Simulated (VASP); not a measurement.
# Al (P-1) in VASP: further runs

Al is run at these levels: PBEsol; tasks: single point.

Program: VASP 6.6.1. These are calculated values, not measurements. Logs are shortened: lines on timing, memory, paths and dates and some standing lists are left out, and cuts for length are marked.

## (1) The cell of the first run

The typed cell holds 1 atom: a = 2.826 Å, b = 2.918 Å, c = 2.873 Å, α = 60.40°, β = 59.93°, γ = 58.54°.

## (2) Single point, PBEsol

INCAR

```
SYSTEM = Al
PREC = Accurate
ENCUT = 520
EDIFF = 1E-7
ISMEAR = 1
SIGMA = 0.05
LREAL = .False.
LASPH = .True.
NELM = 100
ALGO = Normal
ISIF = 2
LWAVE = .False.
LCHARG = .False.
GGA = PS
NBANDS = 8
```

KPOINTS

```
Automatic mesh
0
Gamma
  8 8 8
  0 0 0
```

POSCAR

```
Al
1.0
    0.0478940000      1.9691420000      2.0268530000
    2.0432560000     -0.0083540000      2.0831010000
    2.0405820000      2.0227150000     -0.0056790000
Al
1
Direct
    0.0059780000     -0.0131190000      0.0211680000
```

Potentials or basis: VASP PAW PBE potentials, release 64 (Al).

On the command line:

```bash
> cat potpaw_PBE.64/Al/POTCAR > POTCAR
> mpirun -np 1 vasp_std > vasp.out
```

OUTCAR:

```text
SYSTEM = Al
   PREC = Accurate
   ENCUT = 520
   EDIFF = 1E-7
   ISMEAR = 1
   LREAL = .False.
   LASPH = .True.
   NELM = 100
   ISIF = 2
   GGA = PS

 ion  position               nearest neighbor table
   1  0.006  0.987  0.021-

  Warning from LATTYP: Got some problem with cell dimensions!
  Tried to take original basis but could not verify dimensions!
  LATTYP: Found a triclinic cell.
 ALAT       =     2.9134601973
 B/A-ratio  =     1.4128936757
 C/A-ratio  =     0.9861875766
 COS(alpha) =     0.0038423847
 COS(beta)  =     0.4915393561
 COS(gamma) =     0.7273049796

  Lattice vectors:

 A1 = (   0.0026740000,  -2.0310690000,   2.0887800000)
 A2 = (   0.0505680000,  -0.0619270000,   4.1156330000)
 A3 = (  -2.0405820000,  -2.0227150000,   0.0056790000)

Analysis of symmetry for initial positions (statically):
=====================================================================
 Subroutine PRICEL returns:
 Original cell was already a primitive cell.

 Routine SETGRP: Setting up the symmetry group for a
 triclinic supercell.

 Subroutine GETGRP returns: Found  2 space group operations
 (whereof  1 operations were pure point group operations)
 out of a pool of  2 trial point group operations.

The static configuration has the point symmetry C_1 .
 The point group associated with its full space group is S_2 .

Analysis of symmetry for dynamics (positions and initial velocities):
=====================================================================
 Subroutine PRICEL returns:
 Original cell was already a primitive cell.

 Routine SETGRP: Setting up the symmetry group for a
 triclinic supercell.

 Subroutine GETGRP returns: Found  2 space group operations
 (whereof  1 operations were pure point group operations)
 out of a pool of  2 trial point group operations.

The dynamic configuration has the point symmetry C_1 .
 The point group associated with its full space group is S_2 .

 Subroutine INISYM returns: Found  2 space group operations
 (whereof  1 operations are pure point group operations),
 and found     1 'primitive' translations

----------------------------------------------------------------------------------------

                                     Primitive cell

  volume of cell :      16.6027

  direct lattice vectors                    reciprocal lattice vectors
     0.047894000  1.969142000  2.026853000    -0.253781751  0.256725233  0.249957044
     2.043256000 -0.008354000  2.083101000     0.247605453 -0.249129479  0.236185113
     2.040582000  2.022715000 -0.005679000     0.248082800  0.243430406 -0.242361293

  length of vectors
     2.826295656  2.917923002  2.873218252     0.439080342  0.423269849  0.423724480

  position of ions in fractional coordinates (direct lattice)
     0.005978000  0.986881000  0.021168000

  ion indices of the primitive-cell ions
   primitive index   ion index
                 1           1

----------------------------------------------------------------------------------------

 KPOINTS: Automatic mesh

Automatic generation of k-mesh.
 Grid dimensions read from file:
 generate k-points for:    8    8    8

 Generating k-lattice:

  Cartesian coordinates                     Fractional coordinates (reciprocal lattice)
    -0.031722719  0.032090654  0.031244631     0.125000000  0.000000000 -0.000000000
     0.030950682 -0.031141185  0.029523139     0.000000000  0.125000000  0.000000000
     0.031010350  0.030428801 -0.030295162    -0.000000000  0.000000000  0.125000000

  Length of vectors
     0.054885043  0.052908731  0.052965560

  Shift w.r.t. Gamma in fractional coordinates (k-lattice)
     0.000000000  0.000000000  0.000000000

 Subroutine IBZKPT returns following result:
 ===========================================

 Found    260 irreducible k-points:

 Following reciprocal coordinates:
            Coordinates               Weight
  0.000000  0.000000  0.000000      1.000000
  0.125000 -0.000000 -0.000000      2.000000
  0.250000 -0.000000 -0.000000      2.000000
  0.375000 -0.000000  0.000000      2.000000
  0.500000 -0.000000 -0.000000      1.000000
  0.000000  0.125000  0.000000      2.000000
[... 16 lines left out ...]
  0.125000  0.375000 -0.000000      2.000000
  0.250000  0.375000 -0.000000      2.000000
 [... further k-points ...]
   k-points           NKPTS =    260   k-points in BZ     NKDIM =    260   number of bands    NBANDS=      8
   number of dos      NEDOS =    301   number of ions     NIONS =      1
   total plane-waves  NPLWV =  13824
   dimension x,y,z NGX =    24 NGY =   24 NGZ =   24
   dimension x,y,z NGXF=    48 NGYF=   48 NGZF=   48
   ions per type =               1
   NGX,Y,Z   is equivalent  to a cutoff of  14.12, 13.67, 13.89 a.u.
   NGXF,Y,Z  is equivalent  to a cutoff of  28.23, 27.35, 27.77 a.u.
 SYSTEM =  Al
   PREC   = accura    normal or accurate (medium, high low for compatibility)
   ISTART =      0    job   : 0-new  1-cont  2-samecut
   ICHARG =      2    charge: 1-file 2-atom 10-const
   ISPIN  =      1    spin polarized calculation?
   LNONCOLLINEAR =      F non collinear calculations
   LSORBIT =      F    spin-orbit coupling
   LASPH  =      T    aspherical Exc in radial PAW
   ENCUT  =  520.0 eV  38.22 Ry    6.18 a.u.   5.26  5.43  5.34*2*pi/ulx,y,z
   NELM   =    100;   NELMIN=  2; NELMDL= -5     # of ELM steps
   EDIFF  = 0.1E-06   stopping-criterion for ELM
   LREAL  =      F    real-space projection
   EDIFFG = 0.1E-05   stopping-criterion for IOM
   NSW    =      0    number of steps for IOM
   IBRION =     -1    ionic relax: 0-MD 1-quasi-New 2-CG
   NFREE  =      0    steps in history (QN), initial steepest desc. (CG)
   ISIF   =      2    stress and relaxation
   ISYM   =      2    0-nonsym 1-usesym 2-fastsym
   POTIM  = 0.5000    time-step for ionic-motion
   TEBEG  =    0.0;   TEEND  =   0.0 temperature during run
   PSTRESS=    0.0 pullay stress
   NELECT =       3.0000    total number of electrons
   NUPDOWN=      -1.0000    fix difference up-down
   EMIN   =  10.00;   EMAX   =-10.00  energy-range for DOS
   EFERMI =   0.00;   METHOD = LEGACY
   ISMEAR =     1;   SIGMA  =   0.05  broadening in eV -4-tet -1-fermi 0-gaus
   EFERMI_NEDOS =   21; number of points for ismear=-14 and -15
   IALGO  =     38    algorithm
   IMIX   =      4    mixing-type and parameters
     AMIX     =   0.40;   BMIX     =  1.00
     AMIX_MAG =   1.60;   BMIX_MAG =  1.00
  volume/ion in A,a.u.               =      16.60       112.04
  Fermi-wavevector in a.u.,A,eV,Ry     =   0.925526  1.748991 11.654731  0.856599
  Thomas-Fermi vector in A             =   2.051390
   LORBIT       =      0    0 simple, 1 ext, 2 COOP (PROOUT), +10 PAW based schemes
   GGA     = PS    functional components
   LHFCALC =     F    Hartree Fock is set to
   AEXX    =    0.0000 exact exchange contribution
   IVDW    =     0    specifies the selected vdW correction
   LEPSILON=     F    determine dielectric tensor
   LRPA    =     F    only Hartree local field effects (RPA)
 non-spin polarized calculation
 Methfessel and Paxton  Order N= 1 SIGMA  =   0.05
  energy-cutoff  :      520.00
  volume of cell :       16.60
 maximum number of plane-waves:       460
 NGX is ok and might be reduce to    24
   NGX = 11   NGY = 11   NGZ = 11

 number of electron       3.0000000 magnetization

 Free energy of the ion-electron system (eV)
  ---------------------------------------------------
  ext. energy  EPLUGINS =         0.00000000
  ---------------------------------------------------
  free energy    TOTEN  =        -4.07524273 eV

  energy without entropy =       -4.07527603  energy(sigma->0) =       -4.07525383

 E-fermi :   7.7610     XC(G=0): -10.2327

 val. band max:        7.7349897841   @ k =   0.3750   0.2500   0.5000
 cond. band min:       7.7740339047   @ k =   0.5000   0.2500   0.3750
 fundamental gap:      0.0390441206
 Fermi energy:         7.7610218879

 k-point     1 :       0.0000    0.0000    0.0000
  band No.  band energies     occupation
      1      -3.2017      2.00000
      2      19.9056      0.00000
      3      20.1765      0.00000
      4      21.2635      0.00000
      5      21.3908      0.00000
      6      21.5213      0.00000
      7      22.4503      0.00000
      8      24.7247      0.00000

 k-point     2 :       0.1250   -0.0000   -0.0000
  band No.  band energies     occupation
      1      -2.7566      2.00000
      2      17.0922      0.00000
      3      18.8386      0.00000
      4      19.1438      0.00000
      5      22.2254      0.00000
      6      23.1195      0.00000
      7      23.2783      0.00000
      8      24.7498      0.00000

 k-point     3 :       0.2500   -0.0000   -0.0000
  band No.  band energies     occupation
      1      -1.4296      2.00000
      2      12.0517      0.00000
      3      17.9565      0.00000
      4      18.3708      0.00000
      5      21.7277      0.00000
      6      21.8172      0.00000
      7      22.6862      0.00000
      8      26.3389      0.00000

 k-point     4 :       0.3750   -0.0000    0.0000
  band No.  band energies     occupation
      1       0.7531      2.00000
      2       7.5632      2.00000
      3      17.7868      0.00000
      4      18.3233      0.00000
      5      19.7399      0.00000
      6      20.5105      0.00000
      7      21.7883      0.00000
      8      24.1773      0.00000

 k-point     5 :       0.5000   -0.0000   -0.0000
  band No.  band energies     occupation
      1       3.5339      2.00000
      2       4.0071      2.00000
      3      18.2318      0.00000
      4      18.5375      0.00000
      5      18.9095      0.00000
      6      19.1701      0.00000
      7      22.5604      0.00000
      8      22.6394      0.00000
[... 177 lines left out ...]
 k-point    22 :       0.0000    0.3750   -0.0000
  band No.  band energies     occupation
      1       0.4789      2.00000
      2       6.8114      2.00000
      3      18.6787      0.00000
      4      19.0851      0.00000
      5      20.6300      0.00000
      6      20.9304      0.00000
      7      22.4789      0.00000
      8      24.6957      0.00000

 k-point    23 :       0.1250    0.3750   -0.0000
  band No.  band energies     occupation
      1      -0.0034      2.00000
      2       8.6648     -0.00000
      3      16.2960      0.00000
      4      16.9130      0.00000
      5      18.0896      0.00000
      6      24.4785      0.00000
      7      26.1003      0.00000
      8      26.7028      0.00000

 k-point    24 :       0.2500    0.3750   -0.0000
  band No.  band energies     occupation
      1       0.3839      2.00000
      2      11.2041      0.00000
      3      13.1660      0.00000
      4      14.6624      0.00000
      5      16.2931      0.00000
      6      21.2683      0.00000
      7      28.6146      0.00000
      8      30.7218      0.00000

 [... further k-points ...]
[... 5 lines left out ...]
  --------------------------------------------------------------------------------------
  -------------------------------------------------------------------------------------
  Total       -0.0884984      0.0072710     -0.4669487     -0.2427639      0.1780367     -0.0727922
  in kB       -8.5401645      0.7016528    -45.0609162    -23.4269043     17.1806816     -7.0244996
  external PRESSURE =     -17.6331426 kB  Pullay stress =       0.0000000 kB

 VOLUME and BASIS-vectors are now :
 -----------------------------------------------------------------------------
  energy-cutoff  :      520.00
  volume of cell :       16.60
      direct lattice vectors                 reciprocal lattice vectors
     0.047894000  1.969142000  2.026853000    -0.253781751  0.256725233  0.249957044
     2.043256000 -0.008354000  2.083101000     0.247605453 -0.249129479  0.236185113
     2.040582000  2.022715000 -0.005679000     0.248082800  0.243430406 -0.242361293

 POSITION                                       TOTAL-FORCE (eV/Angst)
 -----------------------------------------------------------------------------------
      2.05993      0.04634      2.06777         0.000000      0.000000      0.000000
 -----------------------------------------------------------------------------------
    total drift:                                0.000000      0.000000      0.000000

  FREE ENERGIE OF THE ION-ELECTRON SYSTEM (eV)
  ---------------------------------------------------
  free  energy   TOTEN  =        -4.0752427266 eV

  energy  without entropy=       -4.0752760257  energy(sigma->0) =       -4.07525383
```

Run time: 22 s. Hardware: 1 thread of Intel Xeon Platinum 8259CL at 2.50GHz (Skylake/Cascade Lake), shared host; peak memory 0.15 GiB.

Results:

* Free energy: -4.0752 eV
* Pressure: -1.8 GPa

Stress tensor (GPa, compression positive):
```
-0.85 -2.34 -0.70
-2.34  0.07  1.72
-0.70  1.72 -4.51
```

Levels at points of the mesh, in eV from the Fermi level:
```tsv
k point	band 1	band 2	band 3	band 4	band 5	band 6
(0.00, 0.00, 0.00)	-10.96	12.14	12.42	13.50	13.63	13.76
(0.50, 0.00, 0.00)	-4.23	-3.75	10.47	10.78	11.15	11.41
(0.00, 0.50, 0.00)	-4.53	-4.43	11.52	11.60	11.88	11.94
(0.50, 0.50, 0.00)	-3.00	-1.80	5.53	5.57	6.42	9.46
(0.00, 0.00, 0.50)	-4.52	-4.41	11.04	11.20	12.02	12.31
(0.50, 0.00, 0.50)	-2.59	-1.22	5.02	5.21	5.93	8.94
(0.00, 0.50, 0.50)	-2.73	-1.41	5.08	5.29	6.20	9.13
(0.50, 0.50, 0.50)	-4.49	-4.34	11.03	11.11	11.99	12.22
```

Caveat: the PAW data sets were made with another functional, which shifts forces and pressure a little.

## (3) Single point, PBEsol

INCAR

```
PREC = Accurate ; ENCUT = 520
EDIFF = 1E-6 ; ISMEAR = 1
SIGMA = 0.025 ; LREAL = F
LASPH = T ; NELM = 100
ALGO = Normal ; ISIF = 2
LWAVE = F ; LCHARG = F
GGA = PS ; NBANDS = 8
```

KPOINTS

```
regular mesh
0
Gamma
  8 8 8
```

POSCAR is that of step 2.

Potentials or basis: VASP PAW PBE potentials, release 64 (Al).

On the command line:

```bash
> cat potpaw_PBE.64/Al/POTCAR > POTCAR
> mpirun -np 1 vasp_std > vasp.out
```

It took 18 s on 1 thread of Intel Xeon Platinum 8259CL at 2.50GHz (Skylake/Cascade Lake), shared host; peak memory 0.15 GiB.

The run converged. Its results:

```
Free energy : -4.0753 eV
Pressure    : -1.8 GPa
```

Stress tensor (GPa, compression positive):
```
-0.87 -2.29 -0.63
-2.29  0.12  1.83
-0.63  1.83 -4.56
```

Levels at points of the mesh, in eV from the Fermi level:
```tsv
k point	band 1	band 2	band 3	band 4
(0.00, 0.00, 0.00)	-10.97	12.14	12.41	13.50
(0.50, 0.00, 0.00)	-4.23	-3.76	10.46	10.77
(0.00, 0.50, 0.00)	-4.53	-4.44	11.51	11.59
(0.50, 0.50, 0.00)	-3.00	-1.81	5.53	5.56
(0.00, 0.00, 0.50)	-4.52	-4.42	11.03	11.19
(0.50, 0.00, 0.50)	-2.60	-1.23	5.01	5.20
(0.00, 0.50, 0.50)	-2.73	-1.41	5.07	5.29
(0.50, 0.50, 0.50)	-4.50	-4.35	11.03	11.10
```

Caveat: the PAW data sets were made with another functional, which shifts forces and pressure a little.

## (4) Single point, PBEsol

Changes to INCAR since step 3:

```diff
@@ -2,3 +2,3 @@
 EDIFF = 1E-6 ; ISMEAR = 1
-SIGMA = 0.025 ; LREAL = F
+SIGMA = 0.01 ; LREAL = F
 LASPH = T ; NELM = 100
```

KPOINTS is that of step 3.

POSCAR is that of step 3.

On the command line:

```bash
> cat potpaw_PBE.64/Al/POTCAR > POTCAR
> mpirun -np 1 vasp_std > vasp.out
```

It took 18 s on 1 thread of Intel Xeon Platinum 8259CL at 2.50GHz (Skylake/Cascade Lake), shared host; peak memory 0.15 GiB.

It converged, with:

```yaml
Free_energy: -4.0752 eV
Pressure: -1.8 GPa
```

Stress tensor (GPa, compression positive):
```
-0.88 -2.26 -0.64
-2.26  0.10  1.84
-0.64  1.84 -4.52
```

Levels at points of the mesh, in eV from the Fermi level:
| k point | band 1 | band 2 | band 3 | band 4 | band 5 | band 6 |
| --- | --- | --- | --- | --- | --- | --- |
| (0.00, 0.00, 0.00) | -10.97 | 12.13 | 12.40 | 13.49 | 13.62 | 13.75 |
| (0.50, 0.00, 0.00) | -4.24 | -3.77 | 10.46 | 10.77 | 11.14 | 11.40 |
| (0.00, 0.50, 0.00) | -4.54 | -4.44 | 11.50 | 11.59 | 11.87 | 11.92 |
| (0.50, 0.50, 0.00) | -3.01 | -1.81 | 5.52 | 5.56 | 6.41 | 9.45 |
| (0.00, 0.00, 0.50) | -4.53 | -4.42 | 11.03 | 11.19 | 12.01 | 12.30 |
| (0.50, 0.00, 0.50) | -2.61 | -1.23 | 5.01 | 5.19 | 5.92 | 8.93 |
| (0.00, 0.50, 0.50) | -2.74 | -1.42 | 5.07 | 5.28 | 6.19 | 9.12 |
| (0.50, 0.50, 0.50) | -4.50 | -4.35 | 11.02 | 11.10 | 11.98 | 12.21 |

Caveat: the PAW data sets were made with another functional, which shifts forces and pressure a little.

## (5) The runs side by side

```csv
smearing,gap on the mesh (eV),pressure (GPa)
methfessel-paxton 0.05 eV,none,-1.8
methfessel-paxton 0.025 eV,none,-1.8
methfessel-paxton 0.01 eV,none,-1.8
```

Alike in all rows: task single point; level PBEsol; potentials or basis VASP PAW PBE potentials, release 64 (Al); no spin polarisation; cell as given; k mesh 8 × 8 × 8; cutoff (eV) 520.

Every run on the cell as given and a fine mesh finds a metal.

Caveats: the PAW data sets were made with another functional, which shifts forces and pressure a little.

Absolute energies hang on the potentials; compare differences alone.
